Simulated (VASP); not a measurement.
# SiC (Pm-3m) in VASP: further runs

The runs below take SiC through single point, with r2SCAN, PBE-based screened hybrid with 20 % exact exchange.

All numbers are computed with VASP 6.6.1; they aren't measurements. Logs are shortened: lines on timing, memory, paths and dates and some standing lists are left out, and cuts for length are marked.

**1. The cell of the first run**

The structure is cubic, space group Pm-3m (No. 221). The conventional cell has a = 2.620 Å, b = 2.620 Å, c = 2.620 Å, α = 90.00°, β = 90.00°, γ = 90.00°. Within 3.0 Å of Si (site symmetry m-3m) lie 8 C at 2.27 Å and 6 Si at 2.62 Å. Within 3.0 Å of C (site symmetry m-3m) lie 8 Si at 2.27 Å and 6 C at 2.62 Å.

**2. Single point, r2SCAN**

POSCAR reads:

```
SiC
1.0
    2.6201228660      0.0000000000      0.0000000000
    0.0000000000      2.6201228660      0.0000000000
    0.0000000000      0.0000000000      2.6201228660
Si C
1 1
Direct
    0.0000000000      0.0000000000      0.0000000000
    0.5000000000      0.5000000000      0.5000000000
```

INCAR.step1 reads:

```
PREC = Accurate
ENCUT = 660
ISMEAR = -1
SIGMA = 0.02
LREAL = False
LASPH = True
NELM = 120
NBANDS = 11
GGA = PE
ALGO = Normal
EDIFF = 1E-5
LWAVE = True
LCHARG = False
GGA_COMPAT = False
```

INCAR.step2 reads:

```
PREC = Accurate
ENCUT = 660
EDIFF = 1E-6
ISMEAR = -1
SIGMA = 0.02
LREAL = False
LASPH = True
NELM = 120
ALGO = Normal
ISIF = 2
LWAVE = False
LCHARG = False
METAGGA = R2SCAN
LMIXTAU = True
NBANDS = 11
ISTART = 1
GGA_COMPAT = False
```

KPOINTS reads:

```
Automatic mesh
0
Gamma
  2 2 2
```

Potentials or basis: VASP PAW PBE potentials, release 64 (Si, C).

Started as:

```bash
> cat potpaw_PBE.64/Si/POTCAR potpaw_PBE.64/C/POTCAR > POTCAR
> cp INCAR.step1 INCAR
> mpirun -np 1 vasp_std > vasp.out
> cp INCAR.step2 INCAR
> mpirun -np 1 vasp_std > vasp.out
```

OUTCAR:

```text
PREC = Accurate
   ENCUT = 660
   EDIFF = 1E-6
   ISMEAR = -1
   LREAL = False
   LASPH = True
   NELM = 120
   ISIF = 2
   METAGGA = R2SCAN
   ISTART = 1

 ion  position               nearest neighbor table
   1  0.000  0.000  0.000-   2 2.27   2 2.27   2 2.27   2 2.27   2 2.27   2 2.27   2 2.27   2 2.27

   2  0.500  0.500  0.500-   1 2.27   1 2.27   1 2.27   1 2.27   1 2.27   1 2.27   1 2.27   1 2.27

  LATTYP: Found a simple cubic cell.
 ALAT       =     2.6201228660

  Lattice vectors:

 A1 = (   2.6201228660,   0.0000000000,   0.0000000000)
 A2 = (   0.0000000000,   2.6201228660,   0.0000000000)
 A3 = (   0.0000000000,   0.0000000000,   2.6201228660)

Analysis of symmetry for initial positions (statically):
=====================================================================
 Subroutine PRICEL returns:
 Original cell was already a primitive cell.

 Routine SETGRP: Setting up the symmetry group for a
 simple cubic supercell.

 Subroutine GETGRP returns: Found 48 space group operations
 (whereof 48 operations were pure point group operations)
 out of a pool of 48 trial point group operations.

The static configuration has the point symmetry O_h .

Analysis of symmetry for dynamics (positions and initial velocities):
=====================================================================
 Subroutine PRICEL returns:
 Original cell was already a primitive cell.

 Routine SETGRP: Setting up the symmetry group for a
 simple cubic supercell.

 Subroutine GETGRP returns: Found 48 space group operations
 (whereof 48 operations were pure point group operations)
 out of a pool of 48 trial point group operations.

The dynamic configuration has the point symmetry O_h .

 Subroutine INISYM returns: Found 48 space group operations
 (whereof 48 operations are pure point group operations),
 and found     1 'primitive' translations

----------------------------------------------------------------------------------------

                                     Primitive cell

  volume of cell :      17.9873

  direct lattice vectors                    reciprocal lattice vectors
     2.620122866  0.000000000  0.000000000     0.381661491  0.000000000  0.000000000
     0.000000000  2.620122866  0.000000000     0.000000000  0.381661491  0.000000000
     0.000000000  0.000000000  2.620122866     0.000000000  0.000000000  0.381661491

  length of vectors
     2.620122866  2.620122866  2.620122866     0.381661491  0.381661491  0.381661491

  position of ions in fractional coordinates (direct lattice)
     0.000000000  0.000000000  0.000000000
     0.500000000  0.500000000  0.500000000

  ion indices of the primitive-cell ions
   primitive index   ion index
                 1           1
                 2           2

----------------------------------------------------------------------------------------

 KPOINTS: Automatic mesh

Automatic generation of k-mesh.
 Grid dimensions read from file:
 generate k-points for:    2    2    2

 Generating k-lattice:

  Cartesian coordinates                     Fractional coordinates (reciprocal lattice)
     0.190830746  0.000000000  0.000000000     0.500000000  0.000000000  0.000000000
     0.000000000  0.190830746  0.000000000     0.000000000  0.500000000  0.000000000
     0.000000000  0.000000000  0.190830746     0.000000000  0.000000000  0.500000000

  Length of vectors
     0.190830746  0.190830746  0.190830746

  Shift w.r.t. Gamma in fractional coordinates (k-lattice)
     0.000000000  0.000000000  0.000000000

 Subroutine IBZKPT returns following result:
 ===========================================

 Found      4 irreducible k-points:

 Following reciprocal coordinates:
            Coordinates               Weight
  0.000000  0.000000  0.000000      1.000000
  0.500000  0.000000  0.000000      3.000000
  0.500000  0.500000  0.000000      3.000000
  0.500000  0.500000  0.500000      1.000000
   k-points           NKPTS =      4   k-points in BZ     NKDIM =      4   number of bands    NBANDS=     11
   number of dos      NEDOS =    301   number of ions     NIONS =      2
   total plane-waves  NPLWV =  13824
   dimension x,y,z NGX =    24 NGY =   24 NGZ =   24
   dimension x,y,z NGXF=    48 NGYF=   48 NGZF=   48
   ions per type =               1   1
   NGX,Y,Z   is equivalent  to a cutoff of  15.23, 15.23, 15.23 a.u.
   NGXF,Y,Z  is equivalent  to a cutoff of  30.46, 30.46, 30.46 a.u.
 SYSTEM =  unknown system
   PREC   = accura    normal or accurate (medium, high low for compatibility)
   ISTART =      1    job   : 0-new  1-cont  2-samecut
   ICHARG =      0    charge: 1-file 2-atom 10-const
   ISPIN  =      1    spin polarized calculation?
   LNONCOLLINEAR =      F non collinear calculations
   LSORBIT =      F    spin-orbit coupling
   LASPH  =      T    aspherical Exc in radial PAW
   ENCUT  =  660.0 eV  48.51 Ry    6.96 a.u.   5.49  5.49  5.49*2*pi/ulx,y,z
   NELM   =    120;   NELMIN=  2; NELMDL=  0     # of ELM steps
   EDIFF  = 0.1E-05   stopping-criterion for ELM
   LREAL  =      F    real-space projection
   EDIFFG = 0.1E-04   stopping-criterion for IOM
   NSW    =      0    number of steps for IOM
   IBRION =     -1    ionic relax: 0-MD 1-quasi-New 2-CG
   NFREE  =      0    steps in history (QN), initial steepest desc. (CG)
   ISIF   =      2    stress and relaxation
   ISYM   =      2    0-nonsym 1-usesym 2-fastsym
   POTIM  = 0.5000    time-step for ionic-motion
   TEBEG  =    0.0;   TEEND  =   0.0 temperature during run
   PSTRESS=    0.0 pullay stress
   NELECT =       8.0000    total number of electrons
   NUPDOWN=      -1.0000    fix difference up-down
   EMIN   =  10.00;   EMAX   =-10.00  energy-range for DOS
   EFERMI =   0.00;   METHOD = LEGACY
   ISMEAR =    -1;   SIGMA  =   0.02  broadening in eV -4-tet -1-fermi 0-gaus
   EFERMI_NEDOS =   21; number of points for ismear=-14 and -15
   IALGO  =     38    algorithm
   IMIX   =      4    mixing-type and parameters
     AMIX     =   0.40;   BMIX     =  1.00
     AMIX_MAG =   1.60;   BMIX_MAG =  1.00
  volume/ion in A,a.u.               =       8.99        60.69
  Fermi-wavevector in a.u.,A,eV,Ry     =   1.249635  2.361468 21.246689  1.561588
  Thomas-Fermi vector in A             =   2.383666
   LORBIT       =      0    0 simple, 1 ext, 2 COOP (PROOUT), +10 PAW based schemes
   METAGGA = R2SCAN    functional components
   LHFCALC =     F    Hartree Fock is set to
   AEXX    =    0.0000 exact exchange contribution
   IVDW    =     0    specifies the selected vdW correction
   LEPSILON=     F    determine dielectric tensor
   LRPA    =     F    only Hartree local field effects (RPA)
 non-spin polarized calculation
  energy-cutoff  :      660.00
  volume of cell :       17.99
 maximum number of plane-waves:       739
 NGX is ok and might be reduce to    24
   NGX = 11   NGY = 11   NGZ = 11

 number of electron       8.0000000 magnetization

 Free energy of the ion-electron system (eV)
  ---------------------------------------------------
  ext. energy  EPLUGINS =         0.00000000
  ---------------------------------------------------
  free energy    TOTEN  =       -14.54972214 eV

  energy without entropy =      -14.52892772  energy(sigma->0) =      -14.53932493

 E-fermi :  12.2852     XC(G=0): -13.4350

 val. band max:       12.2852052256   @ k =   0.5000   0.0000   0.0000
 cond. band min:      12.2852052256   @ k =   0.5000   0.0000   0.0000
 fundamental gap:      0.0000000001
 Fermi energy:        12.2852052256

 k-point     1 :       0.0000    0.0000    0.0000
  band No.  band energies     occupation
      1      -7.3782      2.00000
      2      10.1908      2.00000
      3      10.1908      2.00000
      4      10.1908      2.00000
      5      13.4929      0.00000
      6      16.7675      0.00000
      7      16.7675      0.00000
      8      25.6117      0.00000
      9      25.6117      0.00000
     10      25.6117      0.00000
     11      33.0875      0.00000

 k-point     2 :       0.5000    0.0000    0.0000
  band No.  band energies     occupation
      1      -3.1172      2.00000
      2      -1.1730      2.00000
      3      12.2852      1.00000
      4      12.2852      1.00000
      5      17.0200      0.00000
      6      18.7817      0.00000
      7      19.8729      0.00000
      8      19.8729      0.00000
      9      20.3450      0.00000
     10      25.4782      0.00000
     11      32.6571      0.00000

 k-point     3 :       0.5000    0.5000    0.0000
  band No.  band energies     occupation
      1       0.5991      2.00000
      2       2.8902      2.00000
      3       2.8902      2.00000
      4       5.9963      2.00000
      5      13.9370      0.00000
      6      21.1059      0.00000
      7      21.1059      0.00000
      8      23.8673      0.00000
      9      25.3724      0.00000
     10      25.3724      0.00000
     11      25.5643      0.00000

 k-point     4 :       0.5000    0.5000    0.5000
  band No.  band energies     occupation
      1       3.6797      2.00000
      2       6.6680      2.00000
      3       6.6680      2.00000
      4       6.6680      2.00000
      5       9.8784      2.00000
      6       9.8784      2.00000
      7       9.8784      2.00000
      8      13.1523      0.00000
      9      32.6404      0.00000
     10      32.6404      0.00000
     11      32.6404      0.00000

------------------------ aborting loop because EDIFF is reached ----------------------------------------

  FORCE on cell =-STRESS in cart. coord.  units (eV):
  Direction    XX          YY          ZZ          XY          YZ          ZX
  --------------------------------------------------------------------------------------
  -------------------------------------------------------------------------------------
  Total       -1.7820090     -1.7820090     -1.7820090     -0.0000000      0.0000000     -0.0000000
  in kB     -158.7287125   -158.7287125   -158.7287125     -0.0000000      0.0000000     -0.0000000
  external PRESSURE =    -158.7287125 kB  Pullay stress =       0.0000000 kB

 VOLUME and BASIS-vectors are now :
 -----------------------------------------------------------------------------
  energy-cutoff  :      660.00
  volume of cell :       17.99
      direct lattice vectors                 reciprocal lattice vectors
     2.620122866  0.000000000  0.000000000     0.381661491  0.000000000  0.000000000
     0.000000000  2.620122866  0.000000000     0.000000000  0.381661491  0.000000000
     0.000000000  0.000000000  2.620122866     0.000000000  0.000000000  0.381661491

 POSITION                                       TOTAL-FORCE (eV/Angst)
 -----------------------------------------------------------------------------------
      0.00000      0.00000      0.00000         0.000000      0.000000      0.000000
      1.31006      1.31006      1.31006         0.000000      0.000000      0.000000
 -----------------------------------------------------------------------------------
    total drift:                                0.000000     -0.000000     -0.000000

  FREE ENERGIE OF THE ION-ELECTRON SYSTEM (eV)
  ---------------------------------------------------
  free  energy   TOTEN  =       -14.5497221392 eV

  energy  without entropy=      -14.5289277238  energy(sigma->0) =      -14.53932493
```

Run time: 16 s. Hardware: 1 thread of Intel Xeon 8259CL, shared host; peak memory 0.13 GiB.

What came out:

- Free energy: -14.5497 eV
- Pressure: -15.9 GPa
- Band gap on the k mesh: zero (bands 4 and 5 overlap by 2.41 eV)

Levels at points of the mesh, in eV from the Fermi level:
```csv
k point,band 2,band 3,band 4,band 5,band 6,band 7
"(0.00, 0.00, 0.00)",-2.09,-2.09,-2.09,1.21,4.48,4.48
"(0.50, 0.00, 0.00)",-13.46,0.00,0.00,4.73,6.50,7.59
"(0.50, 0.50, 0.00)",-9.40,-9.40,-6.29,1.65,8.82,8.82
"(0.50, 0.50, 0.50)",-5.62,-5.62,-5.62,-2.41,-2.41,-2.41
```

Caveat: the k points lie up to 1.20 Å⁻¹ apart, too coarse for converged energies and pressures of a metal; the structure was generated, so it needn't be the stable form of SiC; the PAW data sets were made with another functional, which shifts forces and pressure a little.

(Continued in part 2 of 2.)

The gap in the log of VASP goes by the Fermi energy; the results here count the filled bands.